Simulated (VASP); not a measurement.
W: single point with r2SCAN

W:

```xyz
2
Lattice="0.0000 -2.0300 -2.0300 0.0000 2.0300 -2.0300 4.0600 0.0000 0.0000" Properties=species:S:1:pos:R:3 pbc="T T T"
W     1.9300    0.0000   -2.0300
W     0.1000    0.0000    0.0000
```

This cell differs from its parent crystal: atoms displaced along a vibrational mode.

```
Program                : VASP 6.6.1
Task                   : single point
Functional             : r2SCAN
Potentials or basis    : VASP PAW PBE potentials, release 64 (W_sv)
Cutoff                 : 550 eV
k mesh                 : 16 × 16 × 12
Occupations            : gaussian, width 0.15 eV
Spin                   : no spin polarisation
Dipole correction      : no
Further INCAR settings : ALGO = Normal; EDIFF = 1e-06; NBANDS = 21
```

```yaml
Pressure: -3.2 GPa
Largest_force: 2.336 eV/Å
Band_gap_on_the_k_mesh: zero (bands 14 and 15 overlap by 3.57 eV)
```

Forces on the atoms (eV/Å):
```
W    2.336  0.000  0.000
W   -2.336  0.000  0.000
```

Stress tensor (GPa, compression positive):
```
-14.65   0.00   0.00
  0.00   2.55   0.00
  0.00   0.00   2.55
```

Levels at points of the mesh, in eV from the Fermi level:
| k point | band 11 | band 12 | band 13 | band 14 | band 15 | band 16 | band 17 | band 18 |
| --- | --- | --- | --- | --- | --- | --- | --- | --- |
| (0.00, 0.00, 0.00) | -4.88 | -0.67 | -0.67 | -0.51 | 1.75 | 2.44 | 4.08 | 5.18 |
| (0.50, 0.00, 0.00) | -2.73 | -2.73 | -1.32 | -1.32 | 0.37 | 0.37 | 2.76 | 2.76 |
| (0.50, 0.50, 0.00) | -4.72 | -4.72 | 2.87 | 2.87 | 5.05 | 5.05 | 5.42 | 5.42 |
| (0.00, 0.00, 0.50) | -3.85 | -2.29 | -1.24 | 0.91 | 0.91 | 1.37 | 2.10 | 2.10 |
| (0.50, 0.00, 0.50) | -0.97 | -0.97 | -0.71 | -0.71 | 0.35 | 0.35 | 4.94 | 4.94 |
| (0.50, 0.50, 0.50) | -2.72 | -2.72 | -1.71 | -1.71 | 1.56 | 1.56 | 5.73 | 5.73 |

Run time: 2.7 min on 1 thread of Intel(R) Xeon(R) 6975P-C (Granite Rapids), with other jobs on the host, peak memory 0.31 GiB.

Caveat: the cell differs from its parent crystal (atoms displaced along a vibrational mode); the stress differs along the axes, from -15 to 3 GPa; the PAW data sets were made with another functional, which shifts forces and pressure a little; spin-orbit coupling is left out, which moves the levels of the heavy elements.
